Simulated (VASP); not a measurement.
Runs of VASP 6.6.1 on NaF. It takes space group F-43m (No. 216, cubic). Conventional cell: a = 5.063 Å, b = 5.063 Å, c = 5.063 Å, α = 90.00°, β = 90.00°, γ = 90.00°. Na (site symmetry -43m) has 4 F at 2.19 Å within 2.9 Å. F (site symmetry -43m) has 4 Na at 2.19 Å within 2.9 Å. 

```tsv
level	grid for exact exchange (PRECFOCK)	share of exact exchange	screening parameter	gap on the mesh (eV)	pressure (GPa)
PBE0	Normal	0.25	-	(a)	0.9
HSE06	Normal	0.25	0.2079 1/Å	7.64	0.9
r2SCAN	-	-	-	6.27	(b)
PBE	-	-	-	5.61	2.0
```

Alike in all rows: task single point; potentials or basis VASP PAW PBE potentials, release 64 (Na_pv, F); no spin polarisation; cell as given; k mesh 6 × 6 × 6; cutoff (eV) 520; smearing gaussian 0.01 eV.

Question: Estimate the missing entries.

Answer: (a) 8.42; (b) -0.3.

Caveats: the PAW data sets were made with another functional, which shifts forces and pressure a little (at least some runs).

